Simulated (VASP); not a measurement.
# Ag (P6_3/mmc) in VASP: relaxation of cell and atoms with PBEsol

Aim: the relaxation of cell and atoms of Ag with PBEsol.

Everything below comes from runs of VASP 6.6.1. Logs are shortened: lines on timing, memory, paths and dates and some standing lists are left out, and cuts for length are marked.

### Step 1. The cell of the first run

The structure is hexagonal, space group P6_3/mmc (No. 194). Conventional cell: a = 2.900 Å, b = 2.900 Å, c = 4.626 Å, α = 90.00°, β = 90.00°, γ = 120.00°. Ag (site symmetry -6m2) has 12 Ag at 2.86 to 2.90 Å within 3.8 Å.

### Step 2. Relaxation of cell and atoms, PBEsol

INCAR

```
SYSTEM = Ag
  ALGO = Fast
  EDIFF = 1E-7
  EDIFFG = -0.01
  ENCUT = 600
  GGA = PS
  IBRION = 2
  ISIF = 3
  ISMEAR = 0
  LASPH = .True.
  LCHARG = .False.
  LREAL = .False.
  LWAVE = .False.
  NELM = 60
  NSW = 80
  PREC = Accurate
  SIGMA = 0.1
```

KPOINTS

```
k-points
0
Gamma
  18 18 10
  0 0 0
```

POSCAR

```
Ag
1.0
    2.9003992152      0.0000000000      0.0000000000
   -1.4501996076      2.5118194015      0.0000000000
    0.0000000000      0.0000000000      4.6256581774
Ag
2
Direct
    0.3333333333      0.6666666667      0.2500000000
    0.6666666667      0.3333333333      0.7500000000
```

Potentials or basis: VASP PAW PBE potentials, release 64 (Ag).

Launch:

```
$ cat potpaw_PBE.64/Ag/POTCAR > POTCAR
$ mpirun -np 1 vasp_std > vasp.out
```

OUTCAR:

```text
SYSTEM = Ag
   EDIFF = 1E-7
   EDIFFG = -0.01
   ENCUT = 600
   GGA = PS
   IBRION = 2
   ISIF = 3
   ISMEAR = 0
   LASPH = .True.
   LREAL = .False.
   NELM = 60
   NSW = 80
   PREC = Accurate

 ion  position               nearest neighbor table
   1  0.333  0.667  0.250-   2 2.86   2 2.86   2 2.86   2 2.86   2 2.86   2 2.86
   2  0.667  0.333  0.750-   1 2.86   1 2.86   1 2.86   1 2.86   1 2.86   1 2.86

  LATTYP: Found a hexagonal cell.
 ALAT       =     2.9003992152
 C/A-ratio  =     1.5948349983

  Lattice vectors:

 A1 = (   2.9003992152,   0.0000000000,   0.0000000000)
 A2 = (  -1.4501996076,   2.5118194015,   0.0000000000)
 A3 = (   0.0000000000,   0.0000000000,   4.6256581774)

Analysis of symmetry for initial positions (statically):
=====================================================================
 Subroutine PRICEL returns:
 Original cell was already a primitive cell.

 Routine SETGRP: Setting up the symmetry group for a
 hexagonal supercell.

 Subroutine GETGRP returns: Found 24 space group operations
 (whereof 12 operations were pure point group operations)
 out of a pool of 24 trial point group operations.

The static configuration has the point symmetry D_3d.
 The point group associated with its full space group is D_6h.

Analysis of symmetry for dynamics (positions and initial velocities):
=====================================================================
 Subroutine PRICEL returns:
 Original cell was already a primitive cell.

 Routine SETGRP: Setting up the symmetry group for a
 hexagonal supercell.

 Subroutine GETGRP returns: Found 24 space group operations
 (whereof 12 operations were pure point group operations)
 out of a pool of 24 trial point group operations.

The dynamic configuration has the point symmetry D_3d.
 The point group associated with its full space group is D_6h.

 Subroutine INISYM returns: Found 24 space group operations
 (whereof 12 operations are pure point group operations),
 and found     1 'primitive' translations

----------------------------------------------------------------------------------------

                                     Primitive cell

  volume of cell :      33.6992

  direct lattice vectors                    reciprocal lattice vectors
     2.900399215  0.000000000  0.000000000     0.344780124  0.199058897  0.000000000
    -1.450199608  2.511819401  0.000000000     0.000000000  0.398117794  0.000000000
     0.000000000  0.000000000  4.625658177     0.000000000  0.000000000  0.216185451

  length of vectors
     2.900399215  2.900399215  4.625658177     0.398117794  0.398117794  0.216185451

  position of ions in fractional coordinates (direct lattice)
     0.333333333  0.666666667  0.250000000
     0.666666667  0.333333333  0.750000000

  ion indices of the primitive-cell ions
   primitive index   ion index
                 1           1
                 2           2

----------------------------------------------------------------------------------------

 KPOINTS: k-points

Automatic generation of k-mesh.
 Grid dimensions read from file:
 generate k-points for:   18   18   10

 Generating k-lattice:

  Cartesian coordinates                     Fractional coordinates (reciprocal lattice)
     0.019154451  0.011058828  0.000000000     0.055555556  0.000000000  0.000000000
     0.000000000  0.022117655  0.000000000     0.000000000  0.055555556  0.000000000
     0.000000000  0.000000000  0.021618545     0.000000000  0.000000000  0.100000000

  Length of vectors
     0.022117655  0.022117655  0.021618545

  Shift w.r.t. Gamma in fractional coordinates (k-lattice)
     0.000000000  0.000000000  0.000000000

 Subroutine IBZKPT returns following result:
 ===========================================

 Found    222 irreducible k-points:

 Following reciprocal coordinates:
            Coordinates               Weight
  0.000000  0.000000  0.000000      1.000000
  0.055556  0.000000  0.000000      6.000000
  0.111111  0.000000  0.000000      6.000000
  0.166667  0.000000  0.000000      6.000000
  0.222222  0.000000  0.000000      6.000000
  0.277778  0.000000  0.000000      6.000000
[... 16 lines left out ...]
  0.333333  0.111111  0.000000     12.000000
  0.388889  0.111111  0.000000     12.000000
 [... further k-points ...]
   k-points           NKPTS =    222   k-points in BZ     NKDIM =    222   number of bands    NBANDS=     15
   number of dos      NEDOS =    301   number of ions     NIONS =      2
   total plane-waves  NPLWV =  23040
   dimension x,y,z NGX =    24 NGY =   24 NGZ =   40
   dimension x,y,z NGXF=    48 NGYF=   48 NGZF=   80
   ions per type =               2
   NGX,Y,Z   is equivalent  to a cutoff of  13.76, 13.76, 14.38 a.u.
   NGXF,Y,Z  is equivalent  to a cutoff of  27.51, 27.51, 28.75 a.u.
 SYSTEM =  Ag
   PREC   = accura    normal or accurate (medium, high low for compatibility)
   ISTART =      0    job   : 0-new  1-cont  2-samecut
   ICHARG =      2    charge: 1-file 2-atom 10-const
   ISPIN  =      1    spin polarized calculation?
   LNONCOLLINEAR =      F non collinear calculations
   LSORBIT =      F    spin-orbit coupling
   LASPH  =      T    aspherical Exc in radial PAW
   ENCUT  =  600.0 eV  44.10 Ry    6.64 a.u.   5.79  5.79  9.24*2*pi/ulx,y,z
   NELM   =     60;   NELMIN=  2; NELMDL= -5     # of ELM steps
   EDIFF  = 0.1E-06   stopping-criterion for ELM
   LREAL  =      F    real-space projection
   EDIFFG = -.1E-01   stopping-criterion for IOM
   NSW    =     80    number of steps for IOM
   IBRION =      2    ionic relax: 0-MD 1-quasi-New 2-CG
   NFREE  =      1    steps in history (QN), initial steepest desc. (CG)
   ISIF   =      3    stress and relaxation
   ISYM   =      2    0-nonsym 1-usesym 2-fastsym
   POTIM  = 0.5000    time-step for ionic-motion
   TEBEG  =    0.0;   TEEND  =   0.0 temperature during run
   PSTRESS=    0.0 pullay stress
   NELECT =      22.0000    total number of electrons
   NUPDOWN=      -1.0000    fix difference up-down
   EMIN   =  10.00;   EMAX   =-10.00  energy-range for DOS
   EFERMI =   0.00;   METHOD = LEGACY
   ISMEAR =     0;   SIGMA  =   0.10  broadening in eV -4-tet -1-fermi 0-gaus
   EFERMI_NEDOS =   21; number of points for ismear=-14 and -15
   IALGO  =     68    algorithm
   IMIX   =      4    mixing-type and parameters
     AMIX     =   0.40;   BMIX     =  1.00
     AMIX_MAG =   1.60;   BMIX_MAG =  1.00
  volume/ion in A,a.u.               =      16.85       113.71
  Fermi-wavevector in a.u.,A,eV,Ry     =   1.420177  2.683745 27.441628  2.016903
  Thomas-Fermi vector in A             =   2.541120
   LORBIT       =      0    0 simple, 1 ext, 2 COOP (PROOUT), +10 PAW based schemes
   GGA     = PS    functional components
   LHFCALC =     F    Hartree Fock is set to
   AEXX    =    0.0000 exact exchange contribution
   IVDW    =     0    specifies the selected vdW correction
   LEPSILON=     F    determine dielectric tensor
   LRPA    =     F    only Hartree local field effects (RPA)
 conjugate gradient relaxation of ions
 non-spin polarized calculation
 RMM-DIIS sequential band-by-band and
 Gauss-broadening in eV      SIGMA  =   0.10
  energy-cutoff  :      600.00
  volume of cell :       33.70
 maximum number of plane-waves:      1140
 NGX is ok and might be reduce to    24
   NGX = 11   NGY = 11   NGZ = 19

--------------------------------------- Ionic step        1  -------------------------------------------

 number of electron      22.0000002 magnetization

 Free energy of the ion-electron system (eV)
  ---------------------------------------------------
  ext. energy  EPLUGINS =         0.00000000
  ---------------------------------------------------
  free energy    TOTEN  =        -6.59997186 eV

  energy without entropy =       -6.59637549  energy(sigma->0) =       -6.59817367

------------------------ aborting loop because EDIFF is reached ----------------------------------------

  FORCE on cell =-STRESS in cart. coord.  units (eV):
  Direction    XX          YY          ZZ          XY          YZ          ZX
  --------------------------------------------------------------------------------------
  -------------------------------------------------------------------------------------
  Total       -0.4192903     -0.4192903      0.1013011      0.0000000      0.0000000      0.0000000
  in kB      -19.9345126    -19.9345126      4.8162078      0.0000000      0.0000000      0.0000000
  external PRESSURE =     -11.6842725 kB  Pullay stress =       0.0000000 kB
[... 129 lines left out ...]
  energy  without entropy=       -6.6012047995  energy(sigma->0) =       -6.60348063

--------------------------------------- Ionic step        5  -------------------------------------------

 number of electron      21.9999999 magnetization

 Free energy of the ion-electron system (eV)
  ---------------------------------------------------
  ext. energy  EPLUGINS =         0.00000000
  ---------------------------------------------------
  free energy    TOTEN  =        -6.60582142 eV

  energy without entropy =       -6.60123233  energy(sigma->0) =       -6.60352687

 E-fermi :   8.5096     XC(G=0): -12.5490

 val. band max:        8.5047317864   @ k =   0.3889   0.1111   0.3000
 cond. band min:       8.5185929143   @ k =   0.3889   0.0556   0.5000
 fundamental gap:      0.0138611279
 Fermi energy:         8.5095622348

 k-point     1 :       0.0000    0.0000    0.0000
  band No.  band energies     occupation
      1       0.5529      2.00000
      2       2.0123      2.00000
      3       3.6862      2.00000
      4       3.7941      2.00000
      5       3.7941      2.00000
      6       4.0444      2.00000
      7       4.0444      2.00000
      8       4.4209      2.00000
      9       4.4209      2.00000
     10       5.4782      2.00000
     11       5.4782      2.00000
     12       8.0177      2.00000
     13      12.2326      0.00000
     14      24.2476      0.00000
     15      26.1579      0.00000
[... 397 lines left out ...]
 k-point    24 :       0.3889    0.1111    0.0000
  band No.  band energies     occupation
      1       2.2984      2.00000
      2       2.5194      2.00000
      3       2.6134      2.00000
      4       3.6680      2.00000
      5       4.0232      2.00000
      6       4.2304      2.00000
      7       4.2990      2.00000
      8       5.4646      2.00000
      9       5.6076      2.00000
     10       5.6337      2.00000
     11       8.1925      1.99999
     12      11.4352      0.00000
     13      15.3015      0.00000
     14      15.6393      0.00000
     15      17.6763      0.00000

 [... further k-points ...]
[... 5 lines left out ...]
  --------------------------------------------------------------------------------------
  -------------------------------------------------------------------------------------
  Total        0.0081631      0.0081631      0.0025312      0.0000000     -0.0000000      0.0000000
  in kB        0.3924719      0.3924719      0.1216975      0.0000000     -0.0000000      0.0000000
  external PRESSURE =       0.3022138 kB  Pullay stress =       0.0000000 kB
[... 17 lines left out ...]
  FREE ENERGIE OF THE ION-ELECTRON SYSTEM (eV)
  ---------------------------------------------------
  free  energy   TOTEN  =        -6.6058214181 eV

  energy  without entropy=       -6.6012323310  energy(sigma->0) =       -6.60352687

 reached required accuracy - stopping structural energy minimisation
```

Run time: 3.1 min. Hardware: 1 thread of Intel Xeon Platinum 8488C (Sapphire Rapids), shared host; peak memory 0.26 GiB.

What came out:

```
Free energy                            : -6.6058 eV
Relaxed volume                         : 16.66 Å³/atom
Relaxed cell                           : a = 2.865 Å, b = 2.865 Å, c = 4.688 Å, α = 90.00°, β = 90.00°, γ = 120.00°
Space group after relaxing (to 0.05 Å) : P6_3/mmc (No. 194)
Energy gained by relaxing              : 2.9 meV/atom
Ionic steps                            : 5
Pressure after relaxing                : 0.0 GPa
Band gap on the k mesh                 : zero (band 11 reaches 12.68 eV, above the bottom of band 12 at 5.15 eV)
```

The path:
| step | energy change (eV) | largest force (eV/Å) | pressure (GPa) | volume (Å³) |
| --- | --- | --- | --- | --- |
| 1 | 0.0000 | 0.0000 | -1.17 | 33.70 |
| 2 | -0.0041 | 0.0000 | 0.86 | 33.10 |
| 3 | -0.0041 | 0.0000 | 0.69 | 33.15 |
| 4 | -0.0058 | 0.0000 | 0.14 | 33.29 |
| 5 | -0.0058 | 0.0000 | 0.03 | 33.32 |

Final structure:
```
CELL_PARAMETERS angstrom
2.86499 0.00000 0.00000
-1.43250 2.48116 0.00000
0.00000 0.00000 4.68789
ATOMIC_POSITIONS crystal
Ag 0.33333 0.66667 0.25000
Ag 0.66667 0.33333 0.75000
```

Caveat: the PAW data sets were made with another functional, which shifts forces and pressure a little.
